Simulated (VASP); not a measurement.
Runs of VASP 6.6.1 on HfO2. The structure is that of space group Fm-3m (No. 225), or close to it. The cells are those of the table. 

```tsv
task	level	cell	cutoff (eV)	smearing	gap on the mesh (eV)	pressure (GPa)
single point	PBE	a = 3.572 Å, angles 60.0°, 3 atoms	520	gaussian 0.01 eV	(b)	3.1
single point	r2SCAN	a = 3.610 Å, angles 60.0°, 3 atoms	520	gaussian 0.02 eV	4.23	-10.7
single point	PBEsol	a = 3.605 Å, angles 60.0°, 3 atoms	520	gaussian 0.02 eV	3.63	-11.3
relaxation of cell and atoms	PBE	relaxed from a = 3.605 Å, angles 60.0°, 3 atoms	600	gaussian 0.01 eV	(a)	0.0
single point	PBE	a = 3.531 Å, angles 60.0°, 3 atoms	520	gaussian 0.02 eV	3.92	13.1
single point	PBE	a = 3.600 Å, angles 60.0°, 3 atoms	520	gaussian 0.01 eV	3.77	-2.7
single point	PBE	a = 3.731, b = 3.712, c = 3.665 Å, angles 60.4, 60.6, 59.1°, 3 atoms	520	gaussian 0.02 eV	3.37	-19.3
single point	PBE	a = 3.680 Å, angles 60.0°, 3 atoms	520	gaussian 0.02 eV	3.59	-16.5
single point	PBE	a = 3.568 Å, angles 60.0°, 3 atoms	520	gaussian 0.02 eV	3.84	4.1
single point	PBE	a = 3.457 Å, angles 60.0°, 3 atoms	520	gaussian 0.01 eV	4.09	35.2
```

Alike in all rows: potentials or basis VASP PAW PBE potentials, release 64 (Hf_pv, O); no spin polarisation; k mesh 8 × 8 × 8.

Q: Fill in the values left out.

A: (a) 3.80; (b) 3.83.

Caveats: spin-orbit coupling is left out, which moves the levels of the heavy elements; the PAW data sets were made with another functional, which shifts forces and pressure a little (some runs).

A k mesh can miss the band edges, and the runs leave out spin-orbit coupling on Hf.
